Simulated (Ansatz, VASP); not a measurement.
**Two plane-wave programs on GaP**

INCAR

```
SYSTEM = GaP
PREC = Accurate ; ENCUT = 500
EDIFF = 1E-6 ; ISMEAR = 0
SIGMA = 0.01 ; LREAL = .FALSE.
LASPH = .TRUE. ; NELM = 120
ALGO = Normal ; ISIF = 2
LWAVE = .FALSE. ; LCHARG = .TRUE.
GGA = PS ; LELF = .TRUE.
LVHAR = .TRUE. ; NBANDS = 16
GGA_COMPAT = .FALSE.
```

KPOINTS

```
Automatic mesh
0
G
  8 8 8
  0 0 0
```

POSCAR

```
GaP
1.0
    0.0000000000      2.7192244523      2.7192244523
    2.7192244523      0.0000000000      2.7192244523
    2.7192244523      2.7192244523      0.0000000000
Ga P
1 1
Direct
    0.0000000000      0.0000000000      0.0000000000
    0.7500000000      0.7500000000      0.7500000000
```

Input for Ansatz:

```yaml
crystal:
  lattice:
    - [0.0, 2.7192244523, 2.7192244523]
    - [2.7192244523, 0.0, 2.7192244523]
    - [2.7192244523, 2.7192244523, 0.0]
  atoms:
    - { symbol: Ga, position: [0.0, 0.0, 0.0] }
    - { symbol: P, position: [0.75, 0.75, 0.75] }
basis:
  ecutwfc: 420
  xc_grid: 2
kpoints:
  mp_grid: { grid: [8, 8, 8] }
  band_path: { path: [VBM, CBM], npoints: 2 }
hamiltonian:
  xc: pbesol
scf:
  occupations: { method: gaussian, width: 0.01 }
output:
  forces: true
  stress: true
  eigenvalues: true
```

Alike in both runs: task single point; functional PBEsol; k mesh 8 × 8 × 8; occupations gaussian, width 0.01 eV; no spin polarisation.

```csv
,VASP,Ansatz
version,VASP 6.6.1,Ansatz 0.2.0
potentials or method,"VASP PAW PBE potentials, release 64 (Ga_d, P), cutoff 500 eV","scalar-relativistic, plane waves, PAW"
valence electrons in the cell,18,18
```

```tsv
	VASP	Ansatz	Ansatz less VASP
gap on the k mesh at the Fermi level (eV)	1.50	1.50	-0.003
least direct gap on the mesh (eV)	1.80	1.80	-0.007
pressure (GPa)	-0.1	0.0	+0.10
```

VASP's potentials were made for PBE, not for PBEsol.
